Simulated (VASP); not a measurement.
# ZnS (R3m) in VASP: single point with PBE

Aim: the single point of ZnS with PBE.

Everything below comes from runs of VASP 6.6.1. Logs are shortened: lines on timing, memory, paths and dates and some standing lists are left out, and cuts for length are marked.

### 1 The cell of the first run

Symmetry: R3m, No. 160, trigonal system. Conventional cell: a = 3.225 Å, b = 3.225 Å, c = 13.429 Å, α = 90.00°, β = 90.00°, γ = 120.00°. Within 2.9 Å of Zn (site symmetry 3m) lie 3 S at 2.17 Å. S (site symmetry 3m) has 3 Zn at 2.17 Å within 2.9 Å.

### 2 Single point, PBE

File INCAR:

```
SYSTEM = ZnS
PREC = Accurate
ENCUT = 520
EDIFF = 1E-6
ISMEAR = 0
SIGMA = 0.05
LREAL = .FALSE.
LASPH = .TRUE.
NELM = 80
ALGO = Normal
ISIF = 2
LWAVE = .FALSE.
LCHARG = .FALSE.
GGA = PE
NBANDS = 16
```

File KPOINTS:

```
Automatic mesh
0
G
  10 10 10
  0 0 0
```

File POSCAR:

```
ZnS
1.0
    1.0641651270      3.3445189706      3.3445189706
    3.3445189706      1.0641651270      3.3445189706
    3.3445189706      3.3445189706      1.0641651270
Zn S
1 1
Direct
    0.0000000000      0.0000000000      0.0000000000
    0.7500000000      0.7500000000      0.7500000000
```

Potentials or basis: VASP PAW PBE potentials, release 64 (Zn, S).

The run is started by

```
cat potpaw_PBE.64/Zn/POTCAR potpaw_PBE.64/S/POTCAR > POTCAR
mpirun -np 1 vasp_std > vasp.out
```

OUTCAR:

```text
SYSTEM = ZnS
   PREC = Accurate
   ENCUT = 520
   EDIFF = 1E-6
   ISMEAR = 0
   LREAL = .FALSE.
   LASPH = .TRUE.
   NELM = 80
   ISIF = 2
   GGA = PE

 ion  position               nearest neighbor table
   1  0.000  0.000  0.000-   2 2.17   2 2.17   2 2.17
   2  0.750  0.750  0.750-   1 2.17   1 2.17   1 2.17

  LATTYP: Found a trigonal (rhomboedric) cell.
 ALAT       =     4.8480987724
 COS(alpha) =     0.7787610619

  Lattice vectors:

 A1 = (   1.0641651270,   3.3445189706,   3.3445189706)
 A2 = (   3.3445189706,   1.0641651270,   3.3445189706)
 A3 = (   3.3445189706,   3.3445189706,   1.0641651270)

Analysis of symmetry for initial positions (statically):
=====================================================================
 Subroutine PRICEL returns:
 Original cell was already a primitive cell.

 Routine SETGRP: Setting up the symmetry group for a
 trigonal (rhombohedral) supercell.

 Subroutine GETGRP returns: Found  6 space group operations
 (whereof  6 operations were pure point group operations)
 out of a pool of 12 trial point group operations.

The static configuration has the point symmetry C_3v.

Analysis of symmetry for dynamics (positions and initial velocities):
=====================================================================
 Subroutine PRICEL returns:
 Original cell was already a primitive cell.

 Routine SETGRP: Setting up the symmetry group for a
 trigonal (rhombohedral) supercell.

 Subroutine GETGRP returns: Found  6 space group operations
 (whereof  6 operations were pure point group operations)
 out of a pool of 12 trial point group operations.

The dynamic configuration has the point symmetry C_3v.

 Subroutine INISYM returns: Found  6 space group operations
 (whereof  6 operations are pure point group operations),
 and found     1 'primitive' translations

----------------------------------------------------------------------------------------

                                     Primitive cell

  volume of cell :      40.3168

  direct lattice vectors                    reciprocal lattice vectors
     1.064165127  3.344518971  3.344518971    -0.249359306  0.189169128  0.189169128
     3.344518971  1.064165127  3.344518971     0.189169128 -0.249359306  0.189169128
     3.344518971  3.344518971  1.064165127     0.189169128  0.189169128 -0.249359306

  length of vectors
     4.848098772  4.848098772  4.848098772     0.365718446  0.365718446  0.365718446

  position of ions in fractional coordinates (direct lattice)
     0.000000000  0.000000000  0.000000000
     0.750000000  0.750000000  0.750000000

  ion indices of the primitive-cell ions
   primitive index   ion index
                 1           1
                 2           2

----------------------------------------------------------------------------------------

 KPOINTS: Automatic mesh

Automatic generation of k-mesh.
 Grid dimensions read from file:
 generate k-points for:   10   10   10

 Generating k-lattice:

  Cartesian coordinates                     Fractional coordinates (reciprocal lattice)
    -0.024935931  0.018916913  0.018916913     0.100000000 -0.000000000 -0.000000000
     0.018916913 -0.024935931  0.018916913    -0.000000000  0.100000000 -0.000000000
     0.018916913  0.018916913 -0.024935931    -0.000000000 -0.000000000  0.100000000

  Length of vectors
     0.036571845  0.036571845  0.036571845

  Shift w.r.t. Gamma in fractional coordinates (k-lattice)
     0.000000000  0.000000000  0.000000000

 Subroutine IBZKPT returns following result:
 ===========================================

 Found    116 irreducible k-points:

 Following reciprocal coordinates:
            Coordinates               Weight
  0.000000  0.000000  0.000000      1.000000
  0.100000  0.000000 -0.000000      6.000000
  0.200000  0.000000 -0.000000      6.000000
  0.300000  0.000000  0.000000      6.000000
  0.400000  0.000000  0.000000      6.000000
  0.500000  0.000000  0.000000      3.000000
[... 16 lines left out ...]
  0.300000  0.300000  0.000000      6.000000
  0.400000  0.300000  0.000000     12.000000
 [... further k-points ...]
   k-points           NKPTS =    116   k-points in BZ     NKDIM =    116   number of bands    NBANDS=     16
   number of dos      NEDOS =    301   number of ions     NIONS =      2
   total plane-waves  NPLWV =  46656
   dimension x,y,z NGX =    36 NGY =   36 NGZ =   36
   dimension x,y,z NGXF=    72 NGYF=   72 NGZF=   72
   ions per type =               1   1
   NGX,Y,Z   is equivalent  to a cutoff of  12.34, 12.34, 12.34 a.u.
   NGXF,Y,Z  is equivalent  to a cutoff of  24.69, 24.69, 24.69 a.u.
 SYSTEM =  ZnS
   PREC   = accura    normal or accurate (medium, high low for compatibility)
   ISTART =      0    job   : 0-new  1-cont  2-samecut
   ICHARG =      2    charge: 1-file 2-atom 10-const
   ISPIN  =      1    spin polarized calculation?
   LNONCOLLINEAR =      F non collinear calculations
   LSORBIT =      F    spin-orbit coupling
   LASPH  =      T    aspherical Exc in radial PAW
   ENCUT  =  520.0 eV  38.22 Ry    6.18 a.u.   9.01  9.01  9.01*2*pi/ulx,y,z
   NELM   =     80;   NELMIN=  2; NELMDL= -5     # of ELM steps
   EDIFF  = 0.1E-05   stopping-criterion for ELM
   LREAL  =      F    real-space projection
   EDIFFG = 0.1E-04   stopping-criterion for IOM
   NSW    =      0    number of steps for IOM
   IBRION =     -1    ionic relax: 0-MD 1-quasi-New 2-CG
   NFREE  =      0    steps in history (QN), initial steepest desc. (CG)
   ISIF   =      2    stress and relaxation
   ISYM   =      2    0-nonsym 1-usesym 2-fastsym
   POTIM  = 0.5000    time-step for ionic-motion
   TEBEG  =    0.0;   TEEND  =   0.0 temperature during run
   PSTRESS=    0.0 pullay stress
   NELECT =      18.0000    total number of electrons
   NUPDOWN=      -1.0000    fix difference up-down
   EMIN   =  10.00;   EMAX   =-10.00  energy-range for DOS
   EFERMI =   0.00;   METHOD = LEGACY
   ISMEAR =     0;   SIGMA  =   0.05  broadening in eV -4-tet -1-fermi 0-gaus
   EFERMI_NEDOS =   21; number of points for ismear=-14 and -15
   IALGO  =     38    algorithm
   IMIX   =      4    mixing-type and parameters
     AMIX     =   0.40;   BMIX     =  1.00
     AMIX_MAG =   1.60;   BMIX_MAG =  1.00
  volume/ion in A,a.u.               =      20.16       136.04
  Fermi-wavevector in a.u.,A,eV,Ry     =   1.251230  2.364482 21.300959  1.565576
  Thomas-Fermi vector in A             =   2.385187
   LORBIT       =      0    0 simple, 1 ext, 2 COOP (PROOUT), +10 PAW based schemes
   GGA     = PE    functional components
   LHFCALC =     F    Hartree Fock is set to
   AEXX    =    0.0000 exact exchange contribution
   IVDW    =     0    specifies the selected vdW correction
   LEPSILON=     F    determine dielectric tensor
   LRPA    =     F    only Hartree local field effects (RPA)
 non-spin polarized calculation
 Gauss-broadening in eV      SIGMA  =   0.05
  energy-cutoff  :      520.00
  volume of cell :       40.32
 maximum number of plane-waves:      1102
   NGX = 19   NGY = 19   NGZ = 19

 number of electron      18.0000008 magnetization

 Free energy of the ion-electron system (eV)
  ---------------------------------------------------
  ext. energy  EPLUGINS =         0.00000000
  ---------------------------------------------------
  free energy    TOTEN  =        -4.90218767 eV

  energy without entropy =       -4.90065359  energy(sigma->0) =       -4.90142063

 E-fermi :   3.1625     XC(G=0):  -9.4538

 val. band max:        3.1557372386   @ k =  -0.2000   0.1000   0.0000
 cond. band min:       3.1656047404   @ k =   0.5000   0.4000   0.4000
 fundamental gap:      0.0098675018
 Fermi energy:         3.1625144086

 k-point     1 :       0.0000    0.0000    0.0000
  band No.  band energies     occupation
      1     -11.6996      2.00000
      2      -4.7692      2.00000
      3      -4.6998      2.00000
      4      -4.6998      2.00000
      5      -4.2072      2.00000
      6      -4.2072      2.00000
[... 8 lines left out ...]
     15      15.6188      0.00000
     16      15.6188      0.00000

 k-point     2 :       0.1000    0.0000   -0.0000
  band No.  band energies     occupation
      1     -11.5750      2.00000
      2      -4.7567      2.00000
      3      -4.6900      2.00000
      4      -4.6796      2.00000
      5      -4.2243      2.00000
      6      -4.2027      2.00000
[... 8 lines left out ...]
     15      15.1692      0.00000
     16      16.1649      0.00000

 k-point     3 :       0.2000    0.0000   -0.0000
  band No.  band energies     occupation
      1     -11.2236      2.00000
      2      -4.8052      2.00000
      3      -4.6357      2.00000
      4      -4.5801      2.00000
      5      -4.2554      2.00000
      6      -4.1787      2.00000
[... 8 lines left out ...]
     15      15.0451      0.00000
     16      15.4473      0.00000

 k-point     4 :       0.3000    0.0000    0.0000
  band No.  band energies     occupation
      1     -10.7246      2.00000
      2      -4.8580      2.00000
      3      -4.6032      2.00000
      4      -4.4601      2.00000
      5      -4.2292      2.00000
      6      -4.1200      2.00000
[... 8 lines left out ...]
     15      15.5374      0.00000
     16      16.3439      0.00000

 k-point     5 :       0.4000    0.0000    0.0000
  band No.  band energies     occupation
      1     -10.2454      2.00000
      2      -4.8759      2.00000
      3      -4.5942      2.00000
      4      -4.3921      2.00000
      5      -4.0671      2.00000
      6      -4.0485      2.00000
[... 8 lines left out ...]
     15      14.8267      0.00000
     16      18.0445      0.00000

 k-point     6 :       0.5000    0.0000    0.0000
  band No.  band energies     occupation
      1     -10.0369      2.00000
      2      -4.8737      2.00000
      3      -4.5941      2.00000
      4      -4.3566      2.00000
      5      -4.0160      2.00000
      6      -3.8588      2.00000
[... 8 lines left out ...]
     15      14.5262      0.00000
     16      19.2070      0.00000

 k-point     7 :       0.1000    0.1000   -0.0000
  band No.  band energies     occupation
      1     -11.5711      2.00000
      2      -4.7608      2.00000
      3      -4.6854      2.00000
      4      -4.6791      2.00000
      5      -4.2249      2.00000
      6      -4.2020      2.00000
[... 8 lines left out ...]
     15      15.3934      0.00000
     16      15.9898      0.00000

 k-point     8 :       0.2000    0.1000   -0.0000
  band No.  band energies     occupation
      1     -11.3294      2.00000
      2      -4.7812      2.00000
      3      -4.6673      2.00000
      4      -4.6004      2.00000
      5      -4.2497      2.00000
      6      -4.1864      2.00000
[... 8 lines left out ...]
     15      14.6885      0.00000
     16      16.5284      0.00000

 k-point     9 :       0.3000    0.1000    0.0000
  band No.  band energies     occupation
      1     -10.8996      2.00000
      2      -4.8145      2.00000
      3      -4.6332      2.00000
      4      -4.4893      2.00000
      5      -4.2681      2.00000
      6      -4.1320      2.00000
[... 8 lines left out ...]
     15      14.7027      0.00000
     16      16.7057      0.00000
[... 172 lines left out ...]
 k-point    19 :       0.5000    0.2000    0.0000
  band No.  band energies     occupation
      1     -10.0547      2.00000
      2      -4.8425      2.00000
      3      -4.4817      2.00000
      4      -4.3209      2.00000
      5      -4.2297      2.00000
      6      -3.9069      2.00000
[... 8 lines left out ...]
     15      14.6401      0.00000
     16      16.9012      0.00000

 k-point    20 :      -0.4000    0.2000   -0.0000
  band No.  band energies     occupation
      1      -9.8941      2.00000
      2      -4.8603      2.00000
      3      -4.4601      2.00000
      4      -4.2799      2.00000
      5      -4.1560      2.00000
      6      -3.7616      2.00000
[... 8 lines left out ...]
     15      15.9296      0.00000
     16      16.9668      0.00000

 k-point    21 :      -0.3000    0.2000   -0.0000
  band No.  band energies     occupation
      1     -10.0717      2.00000
      2      -4.8460      2.00000
      3      -4.5094      2.00000
      4      -4.3363      2.00000
      5      -4.2347      2.00000
      6      -3.9084      2.00000
[... 8 lines left out ...]
     15      14.8083      0.00000
     16      16.4942      0.00000

 k-point    22 :      -0.2000    0.2000    0.0000
  band No.  band energies     occupation
      1     -10.4789      2.00000
      2      -4.8283      2.00000
      3      -4.6127      2.00000
      4      -4.4013      2.00000
      5      -4.2880      2.00000
      6      -4.0311      2.00000
[... 8 lines left out ...]
     15      15.2623      0.00000
     16      16.5653      0.00000

 k-point    23 :       0.3000    0.3000    0.0000
  band No.  band energies     occupation
      1     -10.6980      2.00000
      2      -4.8954      2.00000
      3      -4.5946      2.00000
      4      -4.4088      2.00000
      5      -4.2316      2.00000
      6      -4.1184      2.00000
[... 8 lines left out ...]
     15      14.8682      0.00000
     16      16.2990      0.00000

 k-point    24 :       0.4000    0.3000    0.0000
  band No.  band energies     occupation
      1     -10.3794      2.00000
      2      -4.8870      2.00000
      3      -4.5858      2.00000
      4      -4.3488      2.00000
      5      -4.2137      2.00000
      6      -4.0419      2.00000
[... 8 lines left out ...]
     15      14.7425      0.00000
     16      16.1674      0.00000

 [... further k-points ...]

------------------------ aborting loop because EDIFF is reached ----------------------------------------

  FORCE on cell =-STRESS in cart. coord.  units (eV):
  Direction    XX          YY          ZZ          XY          YZ          ZX
  --------------------------------------------------------------------------------------
  -------------------------------------------------------------------------------------
  Total        4.4894138      4.4894138      4.4894138     -2.5971437     -2.5971437     -2.5971437
  in kB      178.4081017    178.4081017    178.4081017   -103.2097958   -103.2097958   -103.2097958
  external PRESSURE =     178.4081017 kB  Pullay stress =       0.0000000 kB

 VOLUME and BASIS-vectors are now :
 -----------------------------------------------------------------------------
  energy-cutoff  :      520.00
  volume of cell :       40.32
      direct lattice vectors                 reciprocal lattice vectors
     1.064165127  3.344518971  3.344518971    -0.249359306  0.189169128  0.189169128
     3.344518971  1.064165127  3.344518971     0.189169128 -0.249359306  0.189169128
     3.344518971  3.344518971  1.064165127     0.189169128  0.189169128 -0.249359306

 POSITION                                       TOTAL-FORCE (eV/Angst)
 -----------------------------------------------------------------------------------
      0.00000      0.00000      0.00000        -0.504227     -0.504227     -0.504227
      5.81490      5.81490      5.81490         0.504227      0.504227      0.504227
 -----------------------------------------------------------------------------------
    total drift:                                0.000158      0.000158      0.000158

  FREE ENERGIE OF THE ION-ELECTRON SYSTEM (eV)
  ---------------------------------------------------
  free  energy   TOTEN  =        -4.9021876727 eV

  energy  without entropy=       -4.9006535909  energy(sigma->0) =       -4.90142063
```

Run time: 3.3 min. Hardware: 1 thread of Intel Xeon 8259CL, shared host; peak memory 0.25 GiB.

Results:

* Free energy: -4.9022 eV
* Pressure: 17.8 GPa
* Largest force: 0.873 eV/Å
* Band gap on the k mesh: zero (bands 9 and 10 overlap by 0.69 eV)

Forces on the atoms (eV/Å):
```
Zn  -0.504 -0.504 -0.504
S    0.504  0.504  0.504
```

Stress tensor (GPa, compression positive):
```
 17.84 -10.32 -10.32
-10.32  17.84 -10.32
-10.32 -10.32  17.84
```

Caveat: the cell stands under pressure; semilocal functionals underestimate gaps, so a narrow gap can read as zero.
